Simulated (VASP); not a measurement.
**W: single point with r2SCAN**

Crystal: W.

```
W
1.0
     0.00000    2.33450    2.03000
     2.03000    0.00000    2.03000
     2.03000    2.33450    0.00000
W
1
Direct
  0.00000 0.00000 0.00000
```

This cell differs from its parent crystal: strain +0.1500 x Voigt [0, 1, 0, 0, 0, 0].

```json
{
 "Program": "VASP 6.6.1",
 "Task": "single point",
 "Functional": "r2SCAN",
 "Potentials or basis": "VASP PAW PBE potentials, release 64 (W_sv)",
 "Cutoff": "520 eV",
 "k mesh": "20 × 20 × 20",
 "Occupations": "gaussian, width 0.15 eV",
 "Spin": "no spin polarisation",
 "Dipole correction": "no",
 "Further INCAR settings": "ALGO = Normal; EDIFF = 1e-06; NBANDS = 13"
}
```

```yaml
Pressure: -35.8 GPa
Band_gap_on_the_k_mesh: zero (band 7 reaches 11.48 eV, above the bottom of band 8 at 8.12 eV)
```

Stress tensor (GPa, compression positive):
```
-39.34   0.00   0.00
  0.00 -28.79   0.00
  0.00   0.00 -39.34
```

Levels at points of the mesh, in eV from the Fermi level:
```tsv
k point	band 3	band 4	band 5	band 6	band 7	band 8	band 9	band 10	band 11	band 12
(0.00, 0.00, 0.00)	-39.34	-39.34	-8.93	-1.94	0.02	0.02	0.52	3.14	13.10	15.36
(0.50, 0.00, 0.00)	-39.60	-39.37	-5.35	-1.75	-0.16	0.15	3.55	4.10	8.47	12.07
(0.50, 0.50, 0.00)	-39.81	-39.65	-4.86	-4.05	2.87	3.41	3.47	5.27	9.45	10.70
(0.50, 0.00, 0.50)	-39.50	-39.50	-5.26	-4.15	0.39	4.24	4.30	4.30	8.72	12.28
```

It took 5.4 min on 1 thread of Intel(R) Xeon(R) Platinum 8259CL CPU @ 2.50GHz (Skylake/Cascade Lake) (shared host), peak memory 0.27 GiB.

Caveat: the cell differs from its parent crystal (strain +0.1500 x Voigt [0, 1, 0, 0, 0, 0]); the PAW data sets were made with another functional, which shifts forces and pressure a little; spin-orbit coupling is left out, which moves the levels of the heavy elements.
